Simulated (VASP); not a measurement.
# TiAl (Pm-3m) in VASP: further runs

TiAl is run at these levels: r2SCAN; tasks: single point.

Program: VASP 6.6.1. These are calculated values, not measurements. Logs are shortened: lines on timing, memory, paths and dates and some standing lists are left out, and cuts for length are marked.

**1. The cell of the first run**

The structure is cubic, space group Pm-3m (No. 221). Conventional cell: a = 3.018 Å, b = 3.018 Å, c = 3.018 Å, α = 90.00°, β = 90.00°, γ = 90.00°. Ti (site symmetry m-3m) has 8 Al at 2.61 Å and 6 Ti at 3.02 Å within 3.4 Å. Within 3.4 Å of Al (site symmetry m-3m) lie 8 Ti at 2.61 Å and 6 Al at 3.02 Å.

**2. Single point, r2SCAN**

POSCAR reads:

```
TiAl
1.0
    3.0180000000      0.0000000000      0.0000000000
    0.0000000000      3.0180000000      0.0000000000
    0.0000000000      0.0000000000      3.0180000000
Ti Al
1 1
Direct
    0.5000000000      0.5000000000      0.5000000000
    0.0000000000      0.0000000000      0.0000000000
```

INCAR.step1 reads:

```
SYSTEM = TiAl
PREC = Accurate ; ENCUT = 520
ISMEAR = 0 ; SIGMA = 0.1
LREAL = .FALSE. ; LASPH = .TRUE.
NELM = 100 ; NBANDS = 14
GGA = PE ; ALGO = Normal
EDIFF = 1E-4 ; LWAVE = .TRUE.
LCHARG = .FALSE.
```

INCAR.step2 reads:

```
SYSTEM = TiAl
PREC = Accurate ; ENCUT = 520
EDIFF = 1E-6 ; ISMEAR = 0
SIGMA = 0.1 ; LREAL = .FALSE.
LASPH = .TRUE. ; NELM = 100
ALGO = Normal ; ISIF = 2
LWAVE = .FALSE. ; LCHARG = .FALSE.
METAGGA = R2SCAN ; LMIXTAU = .TRUE.
NBANDS = 14 ; ISTART = 1
```

KPOINTS reads:

```
Automatic mesh
0
G
  14 14 14
  0 0 0
```

Potentials or basis: VASP PAW PBE potentials, release 64 (Ti_sv, Al).

The run is started by

```
$ cat potpaw_PBE.64/Ti_sv/POTCAR potpaw_PBE.64/Al/POTCAR > POTCAR
$ cp INCAR.step1 INCAR
$ mpirun -np 1 vasp_std > vasp.out
$ cp INCAR.step2 INCAR
$ mpirun -np 1 vasp_std > vasp.out
```

OUTCAR:

```text
SYSTEM = TiAl
   PREC = Accurate
   ENCUT = 520
   EDIFF = 1E-6
   ISMEAR = 0
   LREAL = .FALSE.
   LASPH = .TRUE.
   NELM = 100
   ISIF = 2
   METAGGA = R2SCAN
   ISTART = 1

 ion  position               nearest neighbor table
   1  0.500  0.500  0.500-   2 2.61   2 2.61   2 2.61   2 2.61   2 2.61   2 2.61   2 2.61   2 2.61

   2  0.000  0.000  0.000-   1 2.61   1 2.61   1 2.61   1 2.61   1 2.61   1 2.61   1 2.61   1 2.61

  LATTYP: Found a simple cubic cell.
 ALAT       =     3.0180000000

  Lattice vectors:

 A1 = (   3.0180000000,   0.0000000000,   0.0000000000)
 A2 = (   0.0000000000,   3.0180000000,   0.0000000000)
 A3 = (   0.0000000000,   0.0000000000,   3.0180000000)

Analysis of symmetry for initial positions (statically):
=====================================================================
 Subroutine PRICEL returns:
 Original cell was already a primitive cell.

 Routine SETGRP: Setting up the symmetry group for a
 simple cubic supercell.

 Subroutine GETGRP returns: Found 48 space group operations
 (whereof 48 operations were pure point group operations)
 out of a pool of 48 trial point group operations.

The static configuration has the point symmetry O_h .

Analysis of symmetry for dynamics (positions and initial velocities):
=====================================================================
 Subroutine PRICEL returns:
 Original cell was already a primitive cell.

 Routine SETGRP: Setting up the symmetry group for a
 simple cubic supercell.

 Subroutine GETGRP returns: Found 48 space group operations
 (whereof 48 operations were pure point group operations)
 out of a pool of 48 trial point group operations.

The dynamic configuration has the point symmetry O_h .

 Subroutine INISYM returns: Found 48 space group operations
 (whereof 48 operations are pure point group operations),
 and found     1 'primitive' translations

----------------------------------------------------------------------------------------

                                     Primitive cell

  volume of cell :      27.4889

  direct lattice vectors                    reciprocal lattice vectors
     3.018000000  0.000000000  0.000000000     0.331345262  0.000000000  0.000000000
     0.000000000  3.018000000  0.000000000     0.000000000  0.331345262  0.000000000
     0.000000000  0.000000000  3.018000000     0.000000000  0.000000000  0.331345262

  length of vectors
     3.018000000  3.018000000  3.018000000     0.331345262  0.331345262  0.331345262

  position of ions in fractional coordinates (direct lattice)
     0.500000000  0.500000000  0.500000000
     0.000000000  0.000000000  0.000000000

[... 90 lines left out ...]
   EFERMI =   0.00;   METHOD = LEGACY
   ISMEAR =     0;   SIGMA  =   0.10  broadening in eV -4-tet -1-fermi 0-gaus
   EFERMI_NEDOS =   21; number of points for ismear=-14 and -15
   IALGO  =     38    algorithm
   IMIX   =      4    mixing-type and parameters
     AMIX     =   0.40;   BMIX     =  1.00
     AMIX_MAG =   1.60;   BMIX_MAG =  1.00
  volume/ion in A,a.u.               =      13.74        92.75
  Fermi-wavevector in a.u.,A,eV,Ry     =   1.337784  2.528045 24.349887  1.789666
  Thomas-Fermi vector in A             =   2.466306
   LORBIT       =      0    0 simple, 1 ext, 2 COOP (PROOUT), +10 PAW based schemes
   METAGGA = R2SCAN    functional components
   LHFCALC =     F    Hartree Fock is set to
   AEXX    =    0.0000 exact exchange contribution
   IVDW    =     0    specifies the selected vdW correction
   LEPSILON=     F    determine dielectric tensor
   LRPA    =     F    only Hartree local field effects (RPA)
 non-spin polarized calculation
 Gauss-broadening in eV      SIGMA  =   0.10
  energy-cutoff  :      520.00
  volume of cell :       27.49
 maximum number of plane-waves:       756
 NGX is ok and might be reduce to    24
   NGX = 11   NGY = 11   NGZ = 11

 number of electron      14.9999999 magnetization

 Free energy of the ion-electron system (eV)
  ---------------------------------------------------
  ext. energy  EPLUGINS =         0.00000000
  ---------------------------------------------------
  free energy    TOTEN  =       -20.01885390 eV

  energy without entropy =      -20.01110640  energy(sigma->0) =      -20.01498015

 E-fermi :  10.5951     XC(G=0): -12.6418

 val. band max:       10.5884577414   @ k =   0.5000   0.2857   0.2143
 cond. band min:      10.5967734993   @ k =   0.3571   0.1429   0.1429
 fundamental gap:      0.0083157579
 Fermi energy:        10.5951221042

 k-point     1 :       0.0000    0.0000    0.0000
  band No.  band energies     occupation
      1     -48.3407      2.00000
      2     -23.4780      2.00000
      3     -23.4780      2.00000
      4     -23.4780      2.00000
      5       0.0271      2.00000
      6       8.5241      2.00000
      7       8.5241      2.00000
      8      13.0333      0.00000
      9      13.0333      0.00000
     10      13.0333      0.00000
     11      16.0822      0.00000
     12      16.0822      0.00000
     13      16.0822      0.00000
     14      20.6246      0.00000
[... 377 lines left out ...]
      1     -48.3023      2.00000
      2     -23.7247      2.00000
      3     -23.5753      2.00000
      4     -23.4437      2.00000
      5       2.9757      2.00000
      6       6.8862      2.00000
      7       9.0839      2.00000
      8      10.4945      1.84539
      9      11.3946      0.00000
     10      12.4289      0.00000
     11      14.3084      0.00000
     12      17.0272      0.00000
     13      19.1207      0.00000
     14      20.6636      0.00000

 [... further k-points ...]

------------------------ aborting loop because EDIFF is reached ----------------------------------------

  FORCE on cell =-STRESS in cart. coord.  units (eV):
  Direction    XX          YY          ZZ          XY          YZ          ZX
  --------------------------------------------------------------------------------------
  -------------------------------------------------------------------------------------
  Total        4.1340089      4.1340089      4.1340089      0.0000000     -0.0000000      0.0000000
  in kB      240.9485304    240.9485304    240.9485304      0.0000000     -0.0000000      0.0000000
  external PRESSURE =     240.9485304 kB  Pullay stress =       0.0000000 kB

 VOLUME and BASIS-vectors are now :
 -----------------------------------------------------------------------------
  energy-cutoff  :      520.00
  volume of cell :       27.49
      direct lattice vectors                 reciprocal lattice vectors
     3.018000000  0.000000000  0.000000000     0.331345262  0.000000000  0.000000000
     0.000000000  3.018000000  0.000000000     0.000000000  0.331345262  0.000000000
     0.000000000  0.000000000  3.018000000     0.000000000  0.000000000  0.331345262

 POSITION                                       TOTAL-FORCE (eV/Angst)
 -----------------------------------------------------------------------------------
      1.50900      1.50900      1.50900         0.000000      0.000000      0.000000
      0.00000      0.00000      0.00000         0.000000      0.000000      0.000000
 -----------------------------------------------------------------------------------
    total drift:                                0.000000     -0.000000     -0.000000

  FREE ENERGIE OF THE ION-ELECTRON SYSTEM (eV)
  ---------------------------------------------------
  free  energy   TOTEN  =       -20.0188538999 eV

  energy  without entropy=      -20.0111063953  energy(sigma->0) =      -20.01498015
```

OSZICAR.step1:

```text
N       E                     dE             d eps       ncg     rms          rms(c)
DAV:   1     0.111244151907E+03    0.11124E+03   -0.70876E+03  3374   0.111E+03
DAV:   2    -0.361533993476E+01   -0.11486E+03   -0.11061E+03  3468   0.313E+02
DAV:   3    -0.124906534591E+02   -0.88753E+01   -0.86156E+01  5562   0.767E+01
DAV:   4    -0.131805180293E+02   -0.68986E+00   -0.68758E+00  3958   0.159E+01
DAV:   5    -0.131997410880E+02   -0.19223E-01   -0.19217E-01  4432   0.279E+00    0.117E+01
DAV:   6    -0.117933648288E+02    0.14064E+01   -0.39977E+00  3834   0.289E+01    0.300E+00
DAV:   7    -0.117838101830E+02    0.95546E-02   -0.20236E-01  3880   0.583E+00    0.215E+00
DAV:   8    -0.117855747661E+02   -0.17646E-02   -0.48178E-02  4928   0.191E+00    0.471E-01
DAV:   9    -0.117850269037E+02    0.54786E-03   -0.45323E-03  3998   0.836E-01    0.169E-01
DAV:  10    -0.117851531685E+02   -0.12626E-03   -0.57746E-04  3606   0.316E-01    0.367E-02
DAV:  11    -0.117851478465E+02    0.53220E-05   -0.30038E-05  1920   0.521E-02
   1 F= -.11785148E+02 E0= -.11780056E+02  d E =-.101846E-01
```

Run time: 43 s. Hardware: 1 thread of Intel Xeon 6975P-C (Granite Rapids), shared host; peak memory 0.17 GiB.

What came out:

```yaml
Free_energy: -20.0189 eV
Pressure: 24.1 GPa
```

Caveat: the PAW data sets were made with another functional, which shifts forces and pressure a little.

**3. Single point, r2SCAN (volume scaled by 0.88)**

POSCAR reads:

```
TiAl
1.0
    3.0389922438      0.0000000000      0.0000000000
    0.0000000000      3.0389922438      0.0000000000
    0.0000000000      0.0000000000      3.0389922438
Ti Al
1 1
Direct
    0.5000000000      0.5000000000      0.5000000000
    0.0000000000      0.0000000000      0.0000000000
```

INCAR.step1 reads:

```
PREC = Accurate ; ENCUT = 520
ISMEAR = 0 ; SIGMA = 0.1
LREAL = False ; LASPH = True
NELM = 100 ; NBANDS = 14
GGA = PE ; ALGO = Normal
EDIFF = 1E-4 ; LWAVE = True
LCHARG = False
```

INCAR.step2 reads:

```
PREC = Accurate ; ENCUT = 520
EDIFF = 1E-6 ; ISMEAR = 0
SIGMA = 0.1 ; LREAL = False
LASPH = True ; NELM = 100
ALGO = Normal ; ISIF = 2
LWAVE = False ; LCHARG = False
METAGGA = R2SCAN ; LMIXTAU = True
NBANDS = 14 ; ISTART = 1
```

KPOINTS reads:

```
regular mesh
0
Gamma
  14 14 14
```

Potentials or basis: VASP PAW PBE potentials, release 64 (Ti_sv, Al).

The run is started by

```
$ cat potpaw_PBE.64/Ti_sv/POTCAR potpaw_PBE.64/Al/POTCAR > POTCAR
$ cp INCAR.step1 INCAR
$ mpirun -np 1 vasp_std > vasp.out
$ cp INCAR.step2 INCAR
$ mpirun -np 1 vasp_std > vasp.out
```

It took 42 s on 1 thread of Intel Xeon 6975P-C (Granite Rapids), shared host; peak memory 0.17 GiB.

Results (log left out):

* Free energy: -20.0983 eV
* Pressure: 19.9 GPa

Levels at points of the mesh, in eV from the Fermi level:
```tsv
k point	band 3	band 4	band 5	band 6	band 7	band 8	band 9	band 10	band 11	band 12
(0.00, 0.00, 0.00)	-34.13	-34.13	-10.48	-2.01	-2.01	2.38	2.38	2.38	5.36	5.36
(0.50, 0.00, 0.00)	-34.10	-34.10	-6.62	-6.01	-0.84	0.31	0.31	2.65	3.74	6.76
(0.50, 0.50, 0.00)	-34.38	-34.07	-5.65	-2.42	-2.42	-1.83	0.94	0.94	3.38	5.88
(0.50, 0.50, 0.50)	-34.34	-34.34	-3.74	-3.74	-3.74	1.80	3.30	3.30	3.30	3.46
```

Caveat: the PAW data sets were made with another functional, which shifts forces and pressure a little.

**4. Single point, r2SCAN (volume scaled by 0.91)**

POSCAR reads:

```
TiAl
1.0
    3.0731410823      0.0000000000      0.0000000000
    0.0000000000      3.0731410823      0.0000000000
    0.0000000000      0.0000000000      3.0731410823
Ti Al
1 1
Direct
    0.5000000000      0.5000000000      0.5000000000
    0.0000000000      0.0000000000      0.0000000000
```

INCAR.step1 reads:

```
SYSTEM = TiAl
PREC     = Accurate       ! precision mode
ENCUT    = 520            ! plane-wave cutoff, eV
ISMEAR   = 0              ! smearing method
SIGMA    = 0.1            ! smearing width, eV
LREAL    = .FALSE.        ! projectors in reciprocal space
LASPH    = .TRUE.         ! aspherical terms in the spheres
NELM     = 80             ! most SCF steps
NBANDS   = 14             ! bands
GGA      = PE             ! functional
ALGO     = Normal         ! electronic algorithm
EDIFF    = 1E-4           ! SCF threshold, eV
LWAVE    = .TRUE.         ! write WAVECAR
LCHARG   = .FALSE.        ! write CHGCAR
```

INCAR.step2 reads:

```
SYSTEM = TiAl
PREC     = Accurate       ! precision mode
ENCUT    = 520            ! plane-wave cutoff, eV
EDIFF    = 1E-7           ! SCF threshold, eV
ISMEAR   = 0              ! smearing method
SIGMA    = 0.1            ! smearing width, eV
LREAL    = .FALSE.        ! projectors in reciprocal space
LASPH    = .TRUE.         ! aspherical terms in the spheres
NELM     = 80             ! most SCF steps
ALGO     = Normal         ! electronic algorithm
ISIF     = 2              ! what is computed and relaxed
LWAVE    = .FALSE.        ! write WAVECAR
LCHARG   = .FALSE.        ! write CHGCAR
METAGGA  = R2SCAN         ! meta-GGA
LMIXTAU  = .TRUE.       
NBANDS   = 14             ! bands
ISTART   = 1
```

KPOINTS reads:

```
regular mesh
0
G
  14 14 14
  0 0 0
```

The run is started by

```
$ cat potpaw_PBE.64/Ti_sv/POTCAR potpaw_PBE.64/Al/POTCAR > POTCAR
$ cp INCAR.step1 INCAR
$ mpirun -np 1 vasp_std > vasp.out
$ cp INCAR.step2 INCAR
$ mpirun -np 1 vasp_std > vasp.out
```

Wall time 54 s (1 thread of Intel Xeon 6975P-C (Granite Rapids), shared host); peak memory 0.17 GiB.

The run converged. Its results:

```
Free energy : -20.1989 eV
Pressure    : 13.8 GPa
```

Levels at points of the mesh, in eV from the Fermi level:
| k point | band 4 | band 5 | band 6 | band 7 | band 8 | band 9 | band 10 | band 11 |
| --- | --- | --- | --- | --- | --- | --- | --- | --- |
| (0.00, 0.00, 0.00) | -34.21 | -10.34 | -1.91 | -1.91 | 2.29 | 2.29 | 2.29 | 5.15 |
| (0.50, 0.00, 0.00) | -34.18 | -6.59 | -5.92 | -0.80 | 0.30 | 0.30 | 2.54 | 3.56 |
| (0.50, 0.50, 0.00) | -34.16 | -5.55 | -2.43 | -2.43 | -1.78 | 0.92 | 0.92 | 3.23 |
| (0.50, 0.50, 0.50) | -34.40 | -3.62 | -3.62 | -3.62 | 1.56 | 3.18 | 3.18 | 3.18 |

Caveat: the PAW data sets were made with another functional, which shifts forces and pressure a little.

**5. Overview**

| cell | gap on the mesh (eV) | pressure (GPa) |
| --- | --- | --- |
| a = 3.018 Å, 2 atoms | none | 24.1 |
| a = 3.039 Å, 2 atoms | none | 19.9 |
| a = 3.073 Å, 2 atoms | none | 13.8 |

Alike in all rows: task single point; level r2SCAN; potentials or basis VASP PAW PBE potentials, release 64 (Ti_sv, Al); no spin polarisation; k mesh 14 × 14 × 14; cutoff (eV) 520; smearing gaussian 0.1 eV.

Caveats: the PAW data sets were made with another functional, which shifts forces and pressure a little.

Total energies depend on the potentials used, so only differences within one code and one set of settings carry meaning.
